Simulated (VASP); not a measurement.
Runs of VASP 6.6.1 on BP. The structure is that of space group F-43m (No. 216), or close to it. The cells are those of the table. 

```tsv
task	level	cell	k mesh	cutoff (eV)	smearing	gap on the mesh (eV)	pressure (GPa)	relaxed volume (Å³/atom)
single point	PBEsol	a = 3.196 Å, angles 60.0°, 2 atoms	8 × 8 × 8	520	fermi-dirac 0.02 eV	1.15	(d)	-
dielectric tensor	r2SCAN	a = 3.208 Å, angles 60.0°, 2 atoms	8 × 8 × 8	520	gaussian 0.01 eV	1.48	-	-
single point	PBE	a = 3.208 Å, angles 60.0°, 2 atoms	10 × 10 × 10	520	fermi-dirac 0.02 eV	1.24	1.0	-
relaxation of cell and atoms	r2SCAN	relaxed from a = 3.216 Å, angles 60.0°, 2 atoms	8 × 8 × 8	600	fermi-dirac 0.02 eV	1.47	0.0	(a)
single point	PBE	a = 3.216 Å, angles 60.0°, 2 atoms	8 × 8 × 8	520	fermi-dirac 0.02 eV	1.28	-0.2	-
single point	PBE	a = 3.208 Å, angles 60.0°, 2 atoms	6 × 6 × 6	520	gaussian 0.01 eV	1.33	(c)	-
single point	r2SCAN	a = 3.208 Å, angles 60.0°, 2 atoms	8 × 8 × 8	520	fermi-dirac 0.02 eV	1.48	(b)	-
relaxation of cell and atoms	PBE	relaxed from a = 3.209 Å, angles 60.0°, 2 atoms	8 × 8 × 8	600	fermi-dirac 0.02 eV	1.28	0.0	11.75
```

Alike in all rows: potentials or basis VASP PAW PBE potentials, release 64 (B, P); no spin polarisation.

Q: Fill in the values left out.

A: (a) 11.64; (b) -0.5; (c) 1.2; (d) 0.1.

Caveats: the PAW data sets were made with another functional, which shifts forces and pressure a little (some runs).

A k mesh can miss the band edges.
